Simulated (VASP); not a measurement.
# GaN (P6_3mc) in VASP: single point with PBE

Aim: the single point of GaN with PBE.

All numbers are computed with VASP 6.6.1; they aren't measurements. Logs are shortened: lines on timing, memory, paths and dates and some standing lists are left out, and cuts for length are marked.

## Step 1: The cell of the first run

It takes space group P6_3mc (No. 186, hexagonal). Conventional cell: a = 3.212 Å, b = 3.212 Å, c = 10.357 Å, α = 90.00°, β = 90.00°, γ = 120.00°. Ga (site symmetry 3m) has 4 N at 1.95 to 2.00 Å within 2.6 Å. Ga (site symmetry 3m) has 3 N at 1.94 Å within 2.6 Å. Within 2.6 Å of N (site symmetry 3m) lie 3 Ga at 1.95 Å. N (site symmetry 3m) has 4 Ga at 1.94 to 2.00 Å within 2.6 Å.

## Step 2: Single point, PBE

INCAR

```
  PREC = Accurate
  ENCUT = 520
  EDIFF = 1E-7
  ISMEAR = 0
  SIGMA = 0.01
  LREAL = False
  LASPH = True
  NELM = 80
  ALGO = Normal
  ISIF = 2
  LWAVE = False
  LCHARG = False
  GGA = PE
  ISYM = 0
  NBANDS = 46
```

KPOINTS

```
Automatic mesh
0
Gamma
  6 6 2
```

POSCAR

```
GaN
1.0
    3.2115380000      0.0000000000      0.0000000000
   -1.6057690000      2.7812730000      0.0000000000
    0.0000000000      0.0000000000     10.3568400000
Ga N
4 4
Direct
    0.0000000000      0.0000000000      0.2858680000
    0.3333330000      0.6666670000      0.5373490000
    0.6666670000      0.3333330000      0.0373490000
    0.0000000000      0.0000000000      0.7858680000
    0.3333330000      0.6666670000      0.8437450000
    0.0000000000      0.0000000000      0.5930380000
    0.6666670000      0.3333330000      0.3437450000
    0.0000000000      0.0000000000      0.0930380000
```

Potentials or basis: VASP PAW PBE potentials, release 64 (Ga_d, N).

Started as:

```sh
$ cat potpaw_PBE.64/Ga_d/POTCAR potpaw_PBE.64/N/POTCAR > POTCAR
$ mpirun -np 1 vasp_std > vasp.out
```

OUTCAR:

```text
PREC = Accurate
   ENCUT = 520
   EDIFF = 1E-7
   ISMEAR = 0
   LREAL = False
   LASPH = True
   NELM = 80
   ISIF = 2
   GGA = PE
   ISYM = 0

 ion  position               nearest neighbor table
   1  0.000  0.000  0.286-   7 1.95   7 1.95   7 1.95   8 2.00
   2  0.333  0.667  0.537-   6 1.94   6 1.94   6 1.94
   3  0.667  0.333  0.037-   8 1.94   8 1.94   8 1.94
   4  0.000  0.000  0.786-   5 1.95   5 1.95   5 1.95   6 2.00
   5  0.333  0.667  0.844-   4 1.95   4 1.95   4 1.95
   6  0.000  0.000  0.593-   2 1.94   2 1.94   2 1.94   4 2.00
   7  0.667  0.333  0.344-   1 1.95   1 1.95   1 1.95
   8  0.000  0.000  0.093-   3 1.94   3 1.94   3 1.94   1 2.00

IMPORTANT INFORMATION: All symmetrisations will be switched off!
NOSYMM: (Re-)initialisation of all symmetry stuff for point group C_1.

----------------------------------------------------------------------------------------

                                     Primitive cell

  volume of cell :      92.5090

  direct lattice vectors                    reciprocal lattice vectors
     3.211538000  0.000000000  0.000000000     0.311377290  0.179773794  0.000000000
    -1.605769000  2.781273000  0.000000000     0.000000000  0.359547588  0.000000000
     0.000000000  0.000000000 10.356840000     0.000000000  0.000000000  0.096554548

  length of vectors
     3.211538000  3.211537573 10.356840000     0.359547541  0.359547588  0.096554548

  position of ions in fractional coordinates (direct lattice)
     0.000000000  0.000000000  0.285868000
     0.333333000  0.666667000  0.537349000
     0.666667000  0.333333000  0.037349000
     0.000000000  0.000000000  0.785868000
     0.333333000  0.666667000  0.843745000
     0.000000000  0.000000000  0.593038000
     0.666667000  0.333333000  0.343745000
     0.000000000  0.000000000  0.093038000

  ion indices of the primitive-cell ions
   primitive index   ion index
                 1           1
                 2           2
                 3           3
                 4           4
                 5           5
                 6           6
                 7           7
                 8           8

----------------------------------------------------------------------------------------

 KPOINTS: Automatic mesh

Automatic generation of k-mesh.
 Grid dimensions read from file:
 generate k-points for:    6    6    2

 Generating k-lattice:

  Cartesian coordinates                     Fractional coordinates (reciprocal lattice)
     0.051896215  0.029962299  0.000000000     0.166666667  0.000000000  0.000000000
     0.000000000  0.059924598  0.000000000     0.000000000  0.166666667  0.000000000
     0.000000000  0.000000000  0.048277274     0.000000000  0.000000000  0.500000000

  Length of vectors
     0.059924590  0.059924598  0.048277274

  Shift w.r.t. Gamma in fractional coordinates (k-lattice)
     0.000000000  0.000000000  0.000000000

 Subroutine IBZKPT returns following result:
 ===========================================

 Found     40 irreducible k-points:

 Following reciprocal coordinates:
            Coordinates               Weight
  0.000000  0.000000  0.000000      1.000000
  0.166667 -0.000000  0.000000      2.000000
  0.000000  0.166667  0.000000      2.000000
 -0.166667  0.166667  0.000000      2.000000
  0.333333 -0.000000  0.000000      2.000000
  0.000000  0.333333  0.000000      2.000000
[... 16 lines left out ...]
  0.000000  0.166667  0.500000      2.000000
 -0.166667  0.166667  0.500000      2.000000
 [... further k-points ...]
   k-points           NKPTS =     40   k-points in BZ     NKDIM =     40   number of bands    NBANDS=     46
   number of dos      NEDOS =    301   number of ions     NIONS =      8
   total plane-waves  NPLWV =  46080
   dimension x,y,z NGX =    24 NGY =   24 NGZ =   80
   dimension x,y,z NGXF=    48 NGYF=   48 NGZF=  160
   ions per type =               4   4
   NGX,Y,Z   is equivalent  to a cutoff of  12.42, 12.42, 12.84 a.u.
   NGXF,Y,Z  is equivalent  to a cutoff of  24.85, 24.85, 25.68 a.u.
 SYSTEM =  unknown system
   PREC   = accura    normal or accurate (medium, high low for compatibility)
   ISTART =      0    job   : 0-new  1-cont  2-samecut
   ICHARG =      2    charge: 1-file 2-atom 10-const
   ISPIN  =      1    spin polarized calculation?
   LNONCOLLINEAR =      F non collinear calculations
   LSORBIT =      F    spin-orbit coupling
   LASPH  =      T    aspherical Exc in radial PAW
   ENCUT  =  520.0 eV  38.22 Ry    6.18 a.u.   5.97  5.97 19.26*2*pi/ulx,y,z
   NELM   =     80;   NELMIN=  2; NELMDL= -5     # of ELM steps
   EDIFF  = 0.1E-06   stopping-criterion for ELM
   LREAL  =      F    real-space projection
   EDIFFG = 0.1E-05   stopping-criterion for IOM
   NSW    =      0    number of steps for IOM
   IBRION =     -1    ionic relax: 0-MD 1-quasi-New 2-CG
   NFREE  =      0    steps in history (QN), initial steepest desc. (CG)
   ISIF   =      2    stress and relaxation
   ISYM   =      0    0-nonsym 1-usesym 2-fastsym
   POTIM  = 0.5000    time-step for ionic-motion
   TEBEG  =    0.0;   TEEND  =   0.0 temperature during run
   PSTRESS=    0.0 pullay stress
   NELECT =      72.0000    total number of electrons
   NUPDOWN=      -1.0000    fix difference up-down
   EMIN   =  10.00;   EMAX   =-10.00  energy-range for DOS
   EFERMI =   0.00;   METHOD = LEGACY
   ISMEAR =     0;   SIGMA  =   0.01  broadening in eV -4-tet -1-fermi 0-gaus
   EFERMI_NEDOS =   21; number of points for ismear=-14 and -15
   IALGO  =     38    algorithm
   IMIX   =      4    mixing-type and parameters
     AMIX     =   0.40;   BMIX     =  1.00
     AMIX_MAG =   1.60;   BMIX_MAG =  1.00
  volume/ion in A,a.u.               =      11.56        78.04
  Fermi-wavevector in a.u.,A,eV,Ry     =   1.505882  2.845705 30.853678  2.267681
  Thomas-Fermi vector in A             =   2.616673
   LORBIT       =      0    0 simple, 1 ext, 2 COOP (PROOUT), +10 PAW based schemes
   GGA     = PE    functional components
   LHFCALC =     F    Hartree Fock is set to
   AEXX    =    0.0000 exact exchange contribution
   IVDW    =     0    specifies the selected vdW correction
   LEPSILON=     F    determine dielectric tensor
   LRPA    =     F    only Hartree local field effects (RPA)
 non-spin polarized calculation
 Gauss-broadening in eV      SIGMA  =   0.01
  energy-cutoff  :      520.00
  volume of cell :       92.51
 maximum number of plane-waves:      2532
   NGX = 11   NGY = 11   NGZ = 39

 number of electron      71.9999950 magnetization

 Free energy of the ion-electron system (eV)
  ---------------------------------------------------
  ext. energy  EPLUGINS =         0.00000000
  ---------------------------------------------------
  free energy    TOTEN  =       -46.33694609 eV

  energy without entropy =      -46.33694609  energy(sigma->0) =      -46.33694609

 E-fermi :   5.7846     XC(G=0): -11.7096

 val. band max:        5.6801903056   @ k =   0.0000   0.0000   0.0000
 cond. band min:       6.4941254967   @ k =   0.0000   0.0000   0.0000
 fundamental gap:      0.8139351910
 Fermi energy:         5.7845560631

 k-point     1 :       0.0000    0.0000    0.0000
  band No.  band energies     occupation
      1     -10.7087      2.00000
      2     -10.4198      2.00000
      3      -9.6161      2.00000
      4      -9.5198      2.00000
      5      -8.6995      2.00000
      6      -8.6995      2.00000
[... 38 lines left out ...]
     45      14.2846      0.00000
     46      15.0031      0.00000

 k-point     2 :       0.1667   -0.0000    0.0000
  band No.  band energies     occupation
      1     -10.4841      2.00000
      2     -10.2756      2.00000
      3      -9.4670      2.00000
      4      -9.4405      2.00000
      5      -8.7191      2.00000
      6      -8.7160      2.00000
[... 38 lines left out ...]
     45      14.3474      0.00000
     46      14.6741      0.00000

 k-point     3 :       0.0000    0.1667    0.0000
  band No.  band energies     occupation
      1     -10.4841      2.00000
      2     -10.2756      2.00000
      3      -9.4670      2.00000
      4      -9.4405      2.00000
      5      -8.7191      2.00000
      6      -8.7160      2.00000
[... 38 lines left out ...]
     45      14.3474      0.00000
     46      14.6741      0.00000

 k-point     4 :      -0.1667    0.1667    0.0000
  band No.  band energies     occupation
      1     -10.4841      2.00000
      2     -10.2756      2.00000
      3      -9.4670      2.00000
      4      -9.4405      2.00000
      5      -8.7191      2.00000
      6      -8.7160      2.00000
[... 920 lines left out ...]
     45      14.4357      0.00000
     46      14.4357      0.00000

 k-point    23 :       0.0000    0.1667    0.5000
  band No.  band energies     occupation
      1     -10.3867      2.00000
      2     -10.3867      2.00000
      3      -9.4508      2.00000
      4      -9.4507      2.00000
      5      -8.7175      2.00000
      6      -8.7175      2.00000
[... 38 lines left out ...]
     45      14.4357      0.00000
     46      14.4357      0.00000

 k-point    24 :      -0.1667    0.1667    0.5000
  band No.  band energies     occupation
      1     -10.3867      2.00000
      2     -10.3867      2.00000
      3      -9.4508      2.00000
      4      -9.4507      2.00000
      5      -8.7175      2.00000
      6      -8.7175      2.00000
[... 38 lines left out ...]
     45      14.4357      0.00000
     46      14.4357      0.00000

 [... further k-points ...]
[... 5 lines left out ...]
  --------------------------------------------------------------------------------------
  -------------------------------------------------------------------------------------
  Total       -1.5244382     -1.5245618      2.8120169     -0.0001628      0.0000010     -0.0000036
  in kB      -26.4019774    -26.4041183     48.7017491     -0.0028193      0.0000178     -0.0000623
  external PRESSURE =      -1.3681155 kB  Pullay stress =       0.0000000 kB

 VOLUME and BASIS-vectors are now :
 -----------------------------------------------------------------------------
  energy-cutoff  :      520.00
  volume of cell :       92.51
      direct lattice vectors                 reciprocal lattice vectors
     3.211538000  0.000000000  0.000000000     0.311377290  0.179773794  0.000000000
    -1.605769000  2.781273000  0.000000000     0.000000000  0.359547588  0.000000000
     0.000000000  0.000000000 10.356840000     0.000000000  0.000000000  0.096554548

 POSITION                                       TOTAL-FORCE (eV/Angst)
 -----------------------------------------------------------------------------------
      0.00000      0.00000      2.96069         0.000003      0.000004      0.025105
     -0.00000      1.85418      5.56524         0.000004     -0.000004     -0.139368
      1.60577      0.92709      0.38682         0.000001      0.000000     -0.139368
      0.00000      0.00000      8.13911        -0.000007      0.000001      0.025099
     -0.00000      1.85418      8.73853         0.000002      0.000001      0.327476
      0.00000      0.00000      6.14200        -0.000009      0.000003     -0.213214
      1.60577      0.92709      3.56011        -0.000004     -0.000002      0.327482
      0.00000      0.00000      0.96358         0.000010     -0.000002     -0.213211
 -----------------------------------------------------------------------------------
    total drift:                                0.000001      0.000004     -0.002384

  FREE ENERGIE OF THE ION-ELECTRON SYSTEM (eV)
  ---------------------------------------------------
  free  energy   TOTEN  =       -46.3369460872 eV

  energy  without entropy=      -46.3369460872  energy(sigma->0) =      -46.33694609
```

It took 2.2 min on 1 thread of AMD EPYC 9R14 (Zen 4), shared host; peak memory 0.24 GiB.

What came out:

* Free energy: -46.3369 eV
* Pressure: -0.1 GPa
* Largest force: 0.327 eV/Å
* Band gap on the k mesh: 0.81 eV, direct

Forces in eV/Å, atoms in the order of the input:
```
Ga   0.000  0.000  0.025
Ga   0.000  0.000 -0.139
Ga   0.000  0.000 -0.139
Ga   0.000  0.000  0.025
N    0.000  0.000  0.327
N    0.000  0.000 -0.213
N    0.000  0.000  0.327
N    0.000  0.000 -0.213
```

Stress tensor (GPa, compression positive):
```
-2.64  0.00  0.00
 0.00 -2.64  0.00
 0.00  0.00  4.87
```

Levels at points of the mesh, in eV from the valence-band top:
| k point | band 32 | band 33 | band 34 | band 35 | band 36 | band 37 | band 38 | band 39 | band 40 | band 41 |
| --- | --- | --- | --- | --- | --- | --- | --- | --- | --- | --- |
| (0.00, 0.00, 0.00) | -0.57 | -0.57 | -0.54 | -0.54 | 0.00 | 0.81 | 3.31 | 3.51 | 3.57 | 7.00 |
| (0.50, 0.00, 0.00) | -2.33 | -2.15 | -1.93 | -1.52 | -0.75 | 1.94 | 2.44 | 4.70 | 4.74 | 5.84 |
| (0.00, 0.50, 0.00) | -2.33 | -2.15 | -1.93 | -1.52 | -0.75 | 1.94 | 2.44 | 4.70 | 4.74 | 5.84 |
| (0.50, 0.50, 0.00) | -2.33 | -2.15 | -1.93 | -1.52 | -0.75 | 1.94 | 2.44 | 4.70 | 4.74 | 5.84 |
| (0.00, 0.00, 0.50) | -1.39 | -0.56 | -0.56 | -0.56 | -0.56 | 2.25 | 2.25 | 3.62 | 3.62 | 7.38 |
| (0.50, 0.00, 0.50) | -3.04 | -1.77 | -1.77 | -1.40 | -1.40 | 2.48 | 2.48 | 4.49 | 4.49 | 5.93 |
| (0.00, 0.50, 0.50) | -3.04 | -1.77 | -1.77 | -1.40 | -1.40 | 2.48 | 2.48 | 4.49 | 4.49 | 5.93 |
| (0.50, 0.50, 0.50) | -3.04 | -1.77 | -1.77 | -1.40 | -1.40 | 2.48 | 2.48 | 4.49 | 4.49 | 5.93 |
